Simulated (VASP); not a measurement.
## Rh: single point with PBEsol

Crystal: Rh.

```
Rh
1.0
     2.72907    0.00000    0.00000
    -1.36453    2.36344    0.00000
     0.00000    0.00000    4.32902
Rh
2
Direct
  0.66667 0.33333 0.75000
  0.33333 0.66667 0.25000
```

This cell differs from its parent crystal: strain +0.0150 x Voigt [1, 1, 0, 0, 0, 0].

```json
{
 "Program": "VASP 6.6.1",
 "Task": "single point",
 "Functional": "PBEsol",
 "Potentials or basis": "VASP PAW PBE potentials, release 64 (Rh_pv)",
 "Cutoff": "520 eV",
 "k mesh": "24 × 24 × 14",
 "Occupations": "gaussian, width 0.15 eV",
 "Spin": "no spin polarisation",
 "Dipole correction": "no",
 "Further INCAR settings": "ALGO = Fast; EDIFF = 1e-06; NBANDS = 22"
}
```

| Quantity | Value |
| --- | --- |
| Pressure | -7.9 GPa |
| Band gap on the k mesh | zero (bands 15 and 16 overlap by 2.40 eV) |

Stress tensor (GPa, compression positive):
```
-9.23  0.00  0.00
 0.00 -9.23  0.00
 0.00  0.00 -5.12
```

Levels at points of the mesh, in eV from the Fermi level:
```
           k point  band 13  band 14  band 15  band 16  band 17  band 18
(0.00, 0.00, 0.00)    -2.44    -2.02    -2.02     0.12     0.12     0.85
(0.50, 0.00, 0.00)    -2.14     0.32     0.65     0.67     2.90     4.94
(0.00, 0.00, 0.50)    -3.12    -3.12    -0.44    -0.44    -0.44    -0.44
(0.50, 0.00, 0.50)    -0.34    -0.34     0.52     0.52     2.57     2.57
```

Run time: 3.2 min on 1 thread of Intel(R) Xeon(R) Platinum 8375C CPU @ 2.90GHz (Ice Lake), with other jobs on the host, peak memory 0.32 GiB.

Caveat: the cell differs from its parent crystal (strain +0.0150 x Voigt [1, 1, 0, 0, 0, 0]); the cell stands under tension; the PAW data sets were made with another functional, which shifts forces and pressure a little.
